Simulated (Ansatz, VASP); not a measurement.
## Two plane-wave programs on Tc12F

```
Tc F
1.0
     5.48000    0.00000    0.00000
    -4.11000    7.11873    0.00000
     0.00000    0.00000    4.39496
Tc F
12 1
Direct
  0.96072 0.98545 0.97712
  0.14788 0.23356 0.52996
  0.00227 0.33417 0.00209
  0.17938 0.56358 0.50286
  0.00382 0.66515 0.99389
  0.13929 0.85791 0.51431
  0.51915 0.98913 0.96953
  0.70697 0.23786 0.52219
  0.52776 0.36508 0.98564
  0.66313 0.55781 0.50578
  0.48768 0.65945 0.99682
  0.66487 0.88900 0.49751
  0.33372 0.11146 0.24985
```

Alike in both runs: functional PBE; dispersion D3(BJ); k mesh 2 × 2 × 2; occupations fermi-dirac, width 0.15 eV; no spin polarisation.

Ansatz relaxed the structure, and its values are those at the end. VASP's run is a single point on that final structure, the one shown.

|  | VASP | Ansatz |
| --- | --- | --- |
| version | VASP 6.6.1 | Ansatz 0.2.0 |
| potentials or method | VASP PAW PBE potentials, release 64 (Tc_pv, F), cutoff 520 eV | scalar-relativistic, plane waves, PAW |
| valence electrons in the cell | 163 | 187 |

```tsv
	VASP	Ansatz	Ansatz less VASP
rms of the force components (eV/Å)	0.027	0.017	-0.0103
```

VASP's potentials hold 163 valence electrons a cell and Ansatz's 187, so a difference there can come from the potentials and not from the codes.

The k mesh is coarse, so the values compare programs but aren't converged.
